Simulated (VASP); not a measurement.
# Os (Pm-3m) in VASP: notebook, part 3 of 3

VASP 6.6.1. The steps go on from the part before.

## Step 6: Relaxation of cell and atoms, PBEsol

This run uses another cell than the first one, of 15.44 Å³/atom.

Contents of INCAR:

```
PREC = Accurate ; ENCUT = 600
EDIFF = 1E-7 ; ISMEAR = 0
SIGMA = 0.05 ; LREAL = F
LASPH = T ; NELM = 80
ALGO = Normal ; ISIF = 3
LWAVE = F ; LCHARG = F
GGA = PS ; IBRION = 2
NSW = 80 ; EDIFFG = -0.01
```

Contents of KPOINTS:

```
Automatic mesh
0
Gamma
  10 10 10
```

Contents of POSCAR:

```
Os
1.0
    2.4900000000      0.0000000000      0.0000000000
    0.0000000000      2.4900000000      0.0000000000
    0.0000000000      0.0000000000      2.4900000000
Os
1
Direct
    0.0000000000      0.0000000000      0.0000000000
```

Potentials or basis: VASP PAW PBE potentials, release 64 (Os).

The run is started by

```
$ cat potpaw_PBE.64/Os/POTCAR > POTCAR
$ mpirun -np 1 vasp_std > vasp.out
```

OUTCAR:

```text
PREC = Accurate
   ENCUT = 600
   EDIFF = 1E-7
   ISMEAR = 0
   LREAL = F
   LASPH = T
   NELM = 80
   ISIF = 3
   GGA = PS
   IBRION = 2
   NSW = 80
   EDIFFG = -0.01

 ion  position               nearest neighbor table
   1  0.000  0.000  0.000-

  LATTYP: Found a simple cubic cell.
 ALAT       =     2.4900000000

  Lattice vectors:

 A1 = (   2.4900000000,   0.0000000000,   0.0000000000)
 A2 = (   0.0000000000,   2.4900000000,   0.0000000000)
 A3 = (   0.0000000000,   0.0000000000,   2.4900000000)

Analysis of symmetry for initial positions (statically):
=====================================================================
 Subroutine PRICEL returns:
 Original cell was already a primitive cell.

 Routine SETGRP: Setting up the symmetry group for a
 simple cubic supercell.

 Subroutine GETGRP returns: Found 48 space group operations
 (whereof 48 operations were pure point group operations)
 out of a pool of 48 trial point group operations.

The static configuration has the point symmetry O_h .

Analysis of symmetry for dynamics (positions and initial velocities):
=====================================================================
[... 167 lines left out ...]
  in kB      165.8003888    165.8003888    165.8003888      0.0000000      0.0000000     -0.0000000
  external PRESSURE =     165.8003888 kB  Pullay stress =       0.0000000 kB
[... 92 lines left out ...]
--------------------------------------- Ionic step        4  -------------------------------------------

 number of electron       7.9999998 magnetization

 Free energy of the ion-electron system (eV)
  ---------------------------------------------------
  ext. energy  EPLUGINS =         0.00000000
  ---------------------------------------------------
  free energy    TOTEN  =       -10.60447998 eV

  energy without entropy =      -10.60225767  energy(sigma->0) =      -10.60336883

 E-fermi :   7.4466     XC(G=0): -13.1627

 val. band max:        7.4153237578   @ k =   0.4000   0.1000   0.0000
 cond. band min:       7.4804872018   @ k =   0.3000   0.2000   0.1000
 fundamental gap:      0.0651634440
 Fermi energy:         7.4466204165

 k-point     1 :       0.0000    0.0000    0.0000
  band No.  band energies     occupation
      1      -2.3352      2.00000
      2       1.2124      2.00000
      3       1.2124      2.00000
      4       9.7949      0.00000
      5       9.7949      0.00000
      6       9.7949      0.00000
      7      23.0921      0.00000
      8      23.0921      0.00000
[... 243 lines left out ...]
 k-point    24 :       0.3000    0.1000    0.1000
  band No.  band energies     occupation
      1       0.4705      2.00000
      2       2.3253      2.00000
      3       4.1354      2.00000
      4       6.8687      2.00000
      5       7.3523      1.99236
      6       9.2211      0.00000
      7      17.2028      0.00000
      8      24.8389      0.00000

 [... further k-points ...]

------------------------ aborting loop because EDIFF is reached ----------------------------------------

  FORCE on cell =-STRESS in cart. coord.  units (eV):
  Direction    XX          YY          ZZ          XY          YZ          ZX
  --------------------------------------------------------------------------------------
  -------------------------------------------------------------------------------------
  Total       -0.0083514     -0.0083514     -0.0083514      0.0000000      0.0000000      0.0000000
  in kB       -0.8253031     -0.8253031     -0.8253031      0.0000000      0.0000000      0.0000000
  external PRESSURE =      -0.8253031 kB  Pullay stress =       0.0000000 kB
[... 16 lines left out ...]
  FREE ENERGIE OF THE ION-ELECTRON SYSTEM (eV)
  ---------------------------------------------------
  free  energy   TOTEN  =       -10.6044799799 eV

  energy  without entropy=      -10.6022576740  energy(sigma->0) =      -10.60336883

 reached required accuracy - stopping structural energy minimisation
```

CONTCAR:

```text
Os
   1.00000000000000
     2.5309613461042670   -0.0000000000000000   -0.0000000000000000
     0.0000000000000000    2.5309613461042670   -0.0000000000000000
    -0.0000000000000000    0.0000000000000000    2.5309613461042670
  Os
     1
Direct
     0.0000000000000000    0.0000000000000000    0.0000000000000000

  0.00000000E+00  0.00000000E+00  0.00000000E+00
```

Run time: 32 s. Hardware: 1 thread of AMD EPYC 7R13, shared host; peak memory 0.1 GiB.

Results:

* Free energy: -10.6045 eV
* Relaxed volume: 16.21 Å³/atom
* Relaxed cell: a = 2.531 Å, b = 2.531 Å, c = 2.531 Å, α = 90.00°, β = 90.00°, γ = 90.00°
* Space group after relaxing (to 0.1 Å): Pm-3m (No. 221)
* Energy gained by relaxing: 38.0 meV/atom
* Ionic steps: 4
* Pressure after relaxing: -0.1 GPa
* Band gap on the k mesh: zero (bands 4 and 5 overlap by 6.16 eV)

The path:
| step | energy change (eV) | largest force (eV/Å) | pressure (GPa) | volume (Å³) |
| --- | --- | --- | --- | --- |
| 1 | 0.0000 | 0.0000 | 16.58 | 15.44 |
| 2 | 0.3585 | 0.0000 | -34.72 | 19.29 |
| 3 | -0.0378 | 0.0000 | -1.15 | 16.27 |
| 4 | -0.0380 | 0.0000 | -0.08 | 16.21 |

Final structure:
```
Os
1.0
     2.53096    0.00000    0.00000
     0.00000    2.53096    0.00000
     0.00000    0.00000    2.53096
Os
1
Direct
  0.00000 0.00000 0.00000
```

Caveat: the PAW data sets were made with another functional, which shifts forces and pressure a little; spin-orbit coupling is left out, which moves the levels of the heavy elements.

## Step 7: The runs side by side

| task | cell | cutoff (eV) | gap on the mesh (eV) | pressure (GPa) |
| --- | --- | --- | --- | --- |
| single point | a = 2.530 Å, 1 atom | 520 | none | 0.1 |
| single point | a = 2.522 Å, 1 atom | 520 | none | 3.2 |
| single point | a = 2.539 Å, 1 atom | 520 | none | -2.9 |
| relaxation of cell and atoms | relaxed from a = 2.490 Å, 1 atom | 600 | none | -0.1 |

Alike in all rows: level PBEsol; potentials or basis VASP PAW PBE potentials, release 64 (Os); no spin polarisation; k mesh 10 × 10 × 10; smearing gaussian 0.05 eV.

Caveats: the PAW data sets were made with another functional, which shifts forces and pressure a little; spin-orbit coupling is left out, which moves the levels of the heavy elements; the cell stands under pressure (at least some runs).

Total energies depend on the potentials used, so only differences within one code and one set of settings carry meaning.
